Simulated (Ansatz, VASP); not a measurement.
## Hg in VASP and in Ansatz

```
Hg
1.0
     3.18528    0.20301    0.05041
     1.76774    3.17805    0.04261
     0.24936    2.01463    8.72691
Hg
1
Direct
  0.50000 0.00000 0.00000
```

Alike in both runs: task single point; functional PBE; k mesh 10 × 10 × 4; occupations gaussian, width 0.02 eV; no spin polarisation.

```csv
,VASP,Ansatz
version,VASP 6.6.1,Ansatz 0.2.0
potentials or method,"VASP PAW PBE potentials, release 64 (Hg), cutoff 520 eV","scalar-relativistic, plane waves, PAW"
valence electrons in the cell,12,20
```

```csv
,VASP,Ansatz,Ansatz less VASP
gap on the k mesh at the Fermi level (eV),0.37,0.36,-0.015
least direct gap on the mesh (eV),1.10,1.08,-0.016
pressure (GPa),0.4,0.4,-0.01
"traceless stress, the component that is largest in VASP (GPa)",0.51,0.48,-0.031
```

VASP's potentials hold 12 valence electrons a cell and Ansatz's 20, so a difference there can come from the potentials and not from the codes.

Neither program's run includes spin-orbit coupling.
